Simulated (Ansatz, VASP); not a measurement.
**Two plane-wave programs on ZnS**

```
Zn S
1.0
     3.61879    0.00000    0.00000
    -1.80939    3.13396    0.00000
     0.00000    0.00000    7.11852
Zn S
2 2
Direct
  0.33333 0.66667 0.00520
  0.66667 0.33333 0.50520
  0.33333 0.66667 0.35335
  0.66667 0.33333 0.85335
```

Alike in both runs: task single point; functional PBE; k mesh 9 × 9 × 4; occupations gaussian, width 0.05 eV; no spin polarisation.

```csv
,VASP,Ansatz
version,VASP 6.6.1,Ansatz 0.2.0
potentials or method,"VASP PAW PBE potentials, release 64 (Zn, S), cutoff 520 eV","scalar-relativistic, plane waves, PAW"
valence electrons in the cell,36,36
```

|  | VASP | Ansatz | Ansatz less VASP |
| --- | --- | --- | --- |
| gap on the k mesh at the Fermi level (eV) | 0.80 | 0.81 | +0.006 |
| least direct gap on the mesh (eV) | 0.80 | 0.81 | +0.006 |
| pressure (GPa) | -0.2 | -0.4 | -0.14 |
| traceless stress, the component that is largest in VASP (GPa) | -12.07 | -12.04 | +0.031 |
| rms of the force components (eV/Å) | 0.098 | 0.104 | +0.0064 |

Atom by atom the forces differ by 0.006 eV/Å (rms over components). With one functional, cell and mesh, what is left measures potentials, basis and numerics.
